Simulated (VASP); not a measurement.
# HC12 (a cell with a defect) in VASP: further runs

HC12 (a cell with a defect) is run at these levels: LDA; tasks: single point.

Everything below comes from runs of VASP 6.6.1. Logs are shortened: lines on timing, memory, paths and dates and some standing lists are left out, and cuts for length are marked.

## 1. The cell of the first run

The cell holds a defect, 13 atoms: a = 4.325 Å, b = 4.325 Å, c = 4.325 Å, α = 80.41°, β = 70.53°, γ = 60.00°.

## 2. Single point, LDA

The input, INCAR:

```
PREC = Accurate
ENCUT = 520
EDIFF = 1E-6
ISMEAR = 0
SIGMA = 0.05
LREAL = False
LASPH = True
NELM = 80
ALGO = Normal
ISIF = 2
LWAVE = False
LCHARG = False
GGA = CA
NELECT = 48.0
NBANDS = 36
```

The input, KPOINTS:

```
regular mesh
0
Gamma
  6 6 6
```

The input, POSCAR:

```
HC12
1.0
    1.7657489870     -3.5314979740     -1.7657489870
    3.5314979740     -1.7657489870      1.7657489870
   -1.7657489870     -3.5314979740      1.7657489870
C H
12 1
Direct
    0.2500000000      1.0000000000      0.2500000000
    0.0833333333      0.3333333333      0.7500000000
    0.9166666667      0.6666666667      0.2500000000
    0.7500000000      1.0000000000      0.7500000000
    0.5833333333      0.3333333333      0.2500000000
    0.4166666667      0.6666666667      0.7500000000
    0.9583333333      0.3333333333      0.1250000000
    0.7916666667      0.6666666667      0.6250000000
    0.6250000000      1.0000000000      0.1250000000
    0.4583333333      0.3333333333      0.6250000000
    0.2916666667      0.6666666667      0.1250000000
    0.1250000000      1.0000000000      0.6250000000
    1.0833333333      0.4166666667      0.1666666667
```

Potentials or basis: VASP PAW LDA potentials, release 64 (C, H).

Command:

```console
cat potpaw_LDA.64/C/POTCAR potpaw_LDA.64/H/POTCAR > POTCAR
mpirun -np 1 vasp_std > vasp.out
```

OUTCAR:

```text
PREC = Accurate
   ENCUT = 520
   EDIFF = 1E-6
   ISMEAR = 0
   LREAL = False
   LASPH = True
   NELM = 80
   ISIF = 2
   GGA = CA
   NELECT = 48.0

 ion  position               nearest neighbor table
   1  0.250  0.000  0.250-  11 1.53   9 1.53   7 1.53  12 1.53
   2  0.083  0.333  0.750-  12 1.53   8 1.53  10 1.53   7 1.53
   3  0.917  0.667  0.250-  13 1.00   9 1.53  11 1.53   8 1.53   7 1.53
   4  0.750  0.000  0.750-   8 1.53   9 1.53  10 1.53  12 1.53
   5  0.583  0.333  0.250-   9 1.53   7 1.53  10 1.53  11 1.53
   6  0.417  0.667  0.750-   8 1.53  11 1.53  12 1.53  10 1.53
   7  0.958  0.333  0.125-  13 0.86   2 1.53   5 1.53   1 1.53   3 1.53
   8  0.792  0.667  0.625-   4 1.53   3 1.53   2 1.53   6 1.53
   9  0.625  0.000  0.125-   5 1.53   3 1.53   4 1.53   1 1.53
  10  0.458  0.333  0.625-   2 1.53   4 1.53   5 1.53   6 1.53
  11  0.292  0.667  0.125-   1 1.53   3 1.53   5 1.53   6 1.53
  12  0.125  0.000  0.625-   2 1.53   1 1.53   4 1.53   6 1.53
  13  0.083  0.417  0.167-   7 0.86   3 1.00

  LATTYP: Found a base centered monoclinic cell.
 ALAT       =     4.3251840320
 B/A-ratio  =     1.7320508076
 C/A-ratio  =     1.0000000000
 COS(beta)  =    -0.3333333333

  Lattice vectors:

 A1 = (   1.7657489870,   1.7657489870,   3.5314979740)
 A2 = (  -3.5314979740,   1.7657489870,  -1.7657489870)
 A3 = (  -1.7657489870,  -3.5314979740,   1.7657489870)

Analysis of symmetry for initial positions (statically):
=====================================================================
 Subroutine PRICEL returns:
 Original cell was already a primitive cell.

 Routine SETGRP: Setting up the symmetry group for a
 base centered monoclinic supercell.

 Subroutine GETGRP returns: Found  1 space group operations
 (whereof  1 operations were pure point group operations)
 out of a pool of  4 trial point group operations.

The static configuration has the point symmetry C_1 .

Analysis of symmetry for dynamics (positions and initial velocities):
=====================================================================
 Subroutine PRICEL returns:
 Original cell was already a primitive cell.

 Routine SETGRP: Setting up the symmetry group for a
 base centered monoclinic supercell.

 Subroutine GETGRP returns: Found  1 space group operations
 (whereof  1 operations were pure point group operations)
 out of a pool of  4 trial point group operations.

The dynamic configuration has the point symmetry C_1 .

 Subroutine INISYM returns: Found  1 space group operations
 (whereof  1 operations are pure point group operations),
 and found     1 'primitive' translations

----------------------------------------------------------------------------------------

                                     Primitive cell

  volume of cell :      66.0645

  direct lattice vectors                    reciprocal lattice vectors
     1.765748987 -3.531497974 -1.765748987     0.047194326 -0.141582978 -0.235971630
     3.531497974 -1.765748987  1.765748987     0.188777304  0.000000000  0.188777304
    -1.765748987 -3.531497974  1.765748987    -0.141582978 -0.141582978  0.141582978

  length of vectors
     4.325184032  4.325184032  4.325184032     0.279205398  0.266971424  0.245228911

  position of ions in fractional coordinates (direct lattice)
     0.250000000  0.000000000  0.250000000
     0.083333333  0.333333333  0.750000000
     0.916666667  0.666666667  0.250000000
     0.750000000  0.000000000  0.750000000
     0.583333333  0.333333333  0.250000000
     0.416666667  0.666666667  0.750000000
     0.958333333  0.333333333  0.125000000
     0.791666667  0.666666667  0.625000000
     0.625000000  0.000000000  0.125000000
     0.458333333  0.333333333  0.625000000
     0.291666667  0.666666667  0.125000000
     0.125000000  0.000000000  0.625000000
     0.083333333  0.416666667  0.166666667

  ion indices of the primitive-cell ions
   primitive index   ion index
                 1           1
                 2           2
                 3           3
                 4           4
                 5           5
                 6           6
                 7           7
                 8           8
                 9           9
                10          10
                11          11
                12          12
                13          13

----------------------------------------------------------------------------------------

 KPOINTS: regular mesh

Automatic generation of k-mesh.
 Grid dimensions read from file:
 generate k-points for:    6    6    6

 Generating k-lattice:

  Cartesian coordinates                     Fractional coordinates (reciprocal lattice)
     0.007865721 -0.023597163 -0.039328605     0.166666667 -0.000000000 -0.000000000
     0.031462884  0.000000000  0.031462884     0.000000000  0.166666667  0.000000000
    -0.023597163 -0.023597163  0.023597163     0.000000000  0.000000000  0.166666667

  Length of vectors
     0.046534233  0.044495237  0.040871485

  Shift w.r.t. Gamma in fractional coordinates (k-lattice)
     0.000000000  0.000000000  0.000000000

 Subroutine IBZKPT returns following result:
 ===========================================

 Found    112 irreducible k-points:

 Following reciprocal coordinates:
            Coordinates               Weight
  0.000000  0.000000  0.000000      1.000000
  0.166667  0.000000  0.000000      2.000000
 -0.166667 -0.166667 -0.000000      2.000000
  0.333333 -0.000000  0.000000      2.000000
 -0.333333 -0.333333 -0.000000      2.000000
  0.500000 -0.000000  0.000000      1.000000
[... 16 lines left out ...]
 -0.166667 -0.166667 -0.166667      2.000000
  0.333333 -0.000000  0.166667      2.000000
 [... further k-points ...]
   k-points           NKPTS =    112   k-points in BZ     NKDIM =    112   number of bands    NBANDS=     36
   number of dos      NEDOS =    301   number of ions     NIONS =     13
   total plane-waves  NPLWV =  32768
   dimension x,y,z NGX =    32 NGY =   32 NGZ =   32
   dimension x,y,z NGXF=    64 NGYF=   64 NGZF=   64
   ions per type =              12   1
   NGX,Y,Z   is equivalent  to a cutoff of  12.30, 12.30, 12.30 a.u.
   NGXF,Y,Z  is equivalent  to a cutoff of  24.60, 24.60, 24.60 a.u.
 SYSTEM =  unknown system
   PREC   = accura    normal or accurate (medium, high low for compatibility)
   ISTART =      0    job   : 0-new  1-cont  2-samecut
   ICHARG =      2    charge: 1-file 2-atom 10-const
   ISPIN  =      1    spin polarized calculation?
   LNONCOLLINEAR =      F non collinear calculations
   LSORBIT =      F    spin-orbit coupling
   LASPH  =      T    aspherical Exc in radial PAW
   ENCUT  =  520.0 eV  38.22 Ry    6.18 a.u.   8.04  8.04  8.04*2*pi/ulx,y,z
   NELM   =     80;   NELMIN=  2; NELMDL= -5     # of ELM steps
   EDIFF  = 0.1E-05   stopping-criterion for ELM
   LREAL  =      F    real-space projection
   EDIFFG = 0.1E-04   stopping-criterion for IOM
   NSW    =      0    number of steps for IOM
   IBRION =     -1    ionic relax: 0-MD 1-quasi-New 2-CG
   NFREE  =      0    steps in history (QN), initial steepest desc. (CG)
   ISIF   =      2    stress and relaxation
   ISYM   =      2    0-nonsym 1-usesym 2-fastsym
   POTIM  = 0.5000    time-step for ionic-motion
   TEBEG  =    0.0;   TEEND  =   0.0 temperature during run
   PSTRESS=    0.0 pullay stress
   NELECT =      48.0000    total number of electrons
   NUPDOWN=      -1.0000    fix difference up-down
   EMIN   =  10.00;   EMAX   =-10.00  energy-range for DOS
   EFERMI =   0.00;   METHOD = LEGACY
   ISMEAR =     0;   SIGMA  =   0.05  broadening in eV -4-tet -1-fermi 0-gaus
   EFERMI_NEDOS =   21; number of points for ismear=-14 and -15
   IALGO  =     38    algorithm
   IMIX   =      4    mixing-type and parameters
     AMIX     =   0.40;   BMIX     =  1.00
     AMIX_MAG =   1.60;   BMIX_MAG =  1.00
  volume/ion in A,a.u.               =       5.08        34.29
  Fermi-wavevector in a.u.,A,eV,Ry     =   1.471745  2.781195 29.470667  2.166033
  Thomas-Fermi vector in A             =   2.586844
   LORBIT       =      0    0 simple, 1 ext, 2 COOP (PROOUT), +10 PAW based schemes
   GGA     = CA    functional components
   LHFCALC =     F    Hartree Fock is set to
   AEXX    =    0.0000 exact exchange contribution
   IVDW    =     0    specifies the selected vdW correction
   LEPSILON=     F    determine dielectric tensor
   LRPA    =     F    only Hartree local field effects (RPA)
 non-spin polarized calculation
 Gauss-broadening in eV      SIGMA  =   0.05
  energy-cutoff  :      520.00
  volume of cell :       66.06
 maximum number of plane-waves:      1807
   NGX = 17   NGY = 17   NGZ = 17

 number of electron      47.9999999 magnetization

 Free energy of the ion-electron system (eV)
  ---------------------------------------------------
  ext. energy  EPLUGINS =         0.00000000
  ---------------------------------------------------
  free energy    TOTEN  =      -128.92034862 eV

  energy without entropy =     -128.92034862  energy(sigma->0) =     -128.92034862

 E-fermi :  10.5163     XC(G=0): -13.6314

 val. band max:       10.3010044033   @ k =   0.0000   0.0000   0.0000
 cond. band min:      13.8499556204   @ k =   0.3333  -0.3333   0.3333
 fundamental gap:      3.5489512171
 Fermi energy:        10.5162948641

 k-point     1 :       0.0000    0.0000    0.0000
  band No.  band energies     occupation
      1     -12.8576      2.00000
      2      -8.1529      2.00000
      3      -4.8024      2.00000
      4      -4.0741      2.00000
      5      -3.6064      2.00000
      6      -3.4564      2.00000
[... 28 lines left out ...]
     35      20.2781      0.00000
     36      20.6874      0.00000

 k-point     2 :       0.1667    0.0000    0.0000
  band No.  band energies     occupation
      1     -12.6918      2.00000
      2      -8.2923      2.00000
      3      -5.2993      2.00000
      4      -4.7551      2.00000
      5      -4.5036      2.00000
      6      -3.4065      2.00000
[... 28 lines left out ...]
     35      20.1335      0.00000
     36      20.5663      0.00000

 k-point     3 :      -0.1667   -0.1667   -0.0000
  band No.  band energies     occupation
      1     -12.6913      2.00000
      2      -8.2995      2.00000
      3      -5.3596      2.00000
      4      -4.7920      2.00000
      5      -4.3360      2.00000
      6      -3.1696      2.00000
[... 28 lines left out ...]
     35      20.1693      0.00000
     36      20.4174      0.00000
[... 742 lines left out ...]
 k-point    23 :      -0.1667   -0.1667   -0.1667
  band No.  band energies     occupation
      1     -12.6500      2.00000
      2      -8.3104      2.00000
      3      -5.4926      2.00000
      4      -4.5862      2.00000
      5      -4.0195      2.00000
      6      -3.8285      2.00000
[... 28 lines left out ...]
     35      20.4720      0.00000
     36      21.4194      0.00000

 k-point    24 :       0.3333   -0.0000    0.1667
  band No.  band energies     occupation
      1     -12.2958      2.00000
      2      -8.5436      2.00000
      3      -5.9849      2.00000
      4      -5.3834      2.00000
      5      -4.9579      2.00000
      6      -4.3921      2.00000
[... 28 lines left out ...]
     35      19.6719      0.00000
     36      20.2995      0.00000

 [... further k-points ...]

------------------------ aborting loop because EDIFF is reached ----------------------------------------

  FORCE on cell =-STRESS in cart. coord.  units (eV):
  Direction    XX          YY          ZZ          XY          YZ          ZX
  --------------------------------------------------------------------------------------
  -------------------------------------------------------------------------------------
  Total       -3.8220870      1.2793842     -4.4225551     -7.9496798     -1.4972083      4.0922242
  in kB      -92.6921603     31.0272609   -107.2545427   -192.7933616    -36.3098673     99.2434513
  external PRESSURE =     -56.3064807 kB  Pullay stress =       0.0000000 kB

 VOLUME and BASIS-vectors are now :
 -----------------------------------------------------------------------------
  energy-cutoff  :      520.00
  volume of cell :       66.06
      direct lattice vectors                 reciprocal lattice vectors
     1.765748987 -3.531497974 -1.765748987     0.047194326 -0.141582978 -0.235971630
     3.531497974 -1.765748987  1.765748987     0.188777304  0.000000000  0.188777304
    -1.765748987 -3.531497974  1.765748987    -0.141582978 -0.141582978  0.141582978

 POSITION                                       TOTAL-FORCE (eV/Angst)
 -----------------------------------------------------------------------------------
      0.00000     -1.76575      0.00000        -1.568736     -0.672133     -0.604350
     -0.00000     -3.53150      1.76575         0.499173      0.407397     -0.412705
      3.53150     -5.29725     -0.00000         4.847228     -3.017823      9.213946
      0.00000     -5.29725      0.00000         0.358932      0.267864     -0.306997
      1.76575     -3.53150      0.00000        -0.368531     -0.840132      0.759213
      1.76575     -5.29725      1.76575         0.229457      0.344773     -0.178513
      2.64862     -4.41437     -0.88287       -10.492257     17.890030     -1.879683
      2.64862     -6.18012      0.88287        -0.643111     -0.171798      0.190517
      0.88287     -2.64862     -0.88287         0.227691      0.663346     -0.965721
      0.88287     -4.41437      0.88287        -0.110151     -0.248352      0.068925
      2.64862     -2.64862      0.88287         1.292703     -0.454686     -0.473275
     -0.88287     -2.64862      0.88287        -0.266213     -0.172429      0.384431
      1.32431     -1.61860      0.88287         5.993815    -13.996057     -5.795788
 -----------------------------------------------------------------------------------
    total drift:                               -0.000030      0.000150      0.000148

  FREE ENERGIE OF THE ION-ELECTRON SYSTEM (eV)
  ---------------------------------------------------
  free  energy   TOTEN  =      -128.9203486200 eV

  energy  without entropy=     -128.9203486200  energy(sigma->0) =     -128.92034862
```

Run time: 2.3 min. Hardware: 1 thread of Intel Xeon Platinum 8488C (Sapphire Rapids), shared host; peak memory 0.28 GiB.

What came out:

* Free energy: -128.9203 eV
* Largest force: 20.825 eV/Å

Forces on the atoms (eV/Å):
```
C    -1.569  -0.672  -0.604
C     0.499   0.407  -0.413
C     4.847  -3.018   9.214
C     0.359   0.268  -0.307
C    -0.369  -0.840   0.759
C     0.229   0.345  -0.179
C   -10.492  17.890  -1.880
C    -0.643  -0.172   0.191
C     0.228   0.663  -0.966
C    -0.110  -0.248   0.069
C     1.293  -0.455  -0.473
C    -0.266  -0.172   0.384
H     5.994 -13.996  -5.796
```

Caveat: the cell carries a net charge on a neutralising background, which shifts energy and pressure; the cell is charged against a uniform background, so pressure and absolute levels hang on convention.

## 3. Single point, LDA

The input, INCAR:

```
SYSTEM = HC12
ALGO     = Normal         ! electronic algorithm
EDIFF    = 1E-6           ! SCF threshold, eV
ENCUT    = 520            ! plane-wave cutoff, eV
GGA      = CA             ! functional
ISIF     = 2              ! what is computed and relaxed
ISMEAR   = 0              ! smearing method
LASPH    = .TRUE.         ! aspherical terms in the spheres
LCHARG   = .FALSE.        ! write CHGCAR
LREAL    = .FALSE.        ! projectors in reciprocal space
LWAVE    = .FALSE.        ! write WAVECAR
NBANDS   = 36             ! bands
NELECT   = 48.0         
NELM     = 80             ! most SCF steps
PREC     = Accurate       ! precision mode
SIGMA    = 0.05           ! smearing width, eV
```

The input, KPOINTS:

```
k-points
0
G
  6 6 6
  0 0 0
```

Edit POSCAR of step 2 so:

```diff
@@ -20,2 +20,2 @@
     0.1250000000      1.0000000000      0.6250000000
-    1.0833333333      0.4166666667      0.1666666667
+    1.2777777778      0.5277777778      0.2500000000
```

Potentials or basis: VASP PAW LDA potentials, release 64 (C, H).

Command:

```console
cat potpaw_LDA.64/C/POTCAR potpaw_LDA.64/H/POTCAR > POTCAR
mpirun -np 1 vasp_std > vasp.out
```

It took 2.3 min on 1 thread of Intel Xeon Platinum 8488C (Sapphire Rapids), shared host; peak memory 0.28 GiB.

Results (log left out):

```
Free energy   : -126.8616 eV
Largest force : 37.890 eV/Å
```

Forces on the atoms (eV/Å):
```
C    -0.734  -0.504   0.330
C    -0.020   0.191  -0.110
C    -1.042   2.243   2.503
C     0.284   0.162  -0.278
C    -1.884  -4.126  -4.207
C    -0.065   0.501  -0.687
C     0.736   0.465  -0.251
C    -0.247  -0.481   0.361
C     0.544   0.477  -0.399
C    -0.347  -0.375   0.389
C    37.148   7.434   0.652
C    -0.293  -0.253   0.355
H   -34.078  -5.736   1.343
```

Levels at points of the mesh, in eV from the Fermi level:
| k point | band 22 | band 23 | band 24 | band 25 | band 26 | band 27 |
| --- | --- | --- | --- | --- | --- | --- |
| (0.00, 0.00, 0.00) | -0.68 | -0.41 | -0.28 | 4.02 | 4.99 | 5.09 |
| (0.50, 0.00, 0.00) | -4.42 | -2.46 | -2.21 | 3.35 | 6.00 | 6.25 |
| (0.50, 0.50, 0.00) | -4.51 | -3.01 | -2.23 | 4.53 | 5.53 | 6.22 |
| (0.00, 0.50, 0.00) | -3.17 | -2.14 | -1.60 | 4.14 | 4.34 | 5.32 |
| (0.00, 0.00, 0.50) | -2.85 | -1.69 | -1.69 | 4.95 | 6.22 | 6.74 |
| (0.50, 0.00, 0.50) | -3.70 | -3.23 | -3.18 | 3.11 | 4.50 | 5.34 |
| (0.50, 0.50, 0.50) | -3.68 | -3.19 | -3.14 | 4.19 | 4.27 | 5.11 |
| (0.00, 0.50, 0.50) | -4.58 | -4.17 | -4.11 | 4.60 | 5.20 | 5.80 |

Caveat: the cell carries a net charge on a neutralising background, which shifts energy and pressure; the cell is charged against a uniform background, so pressure and absolute levels hang on convention.
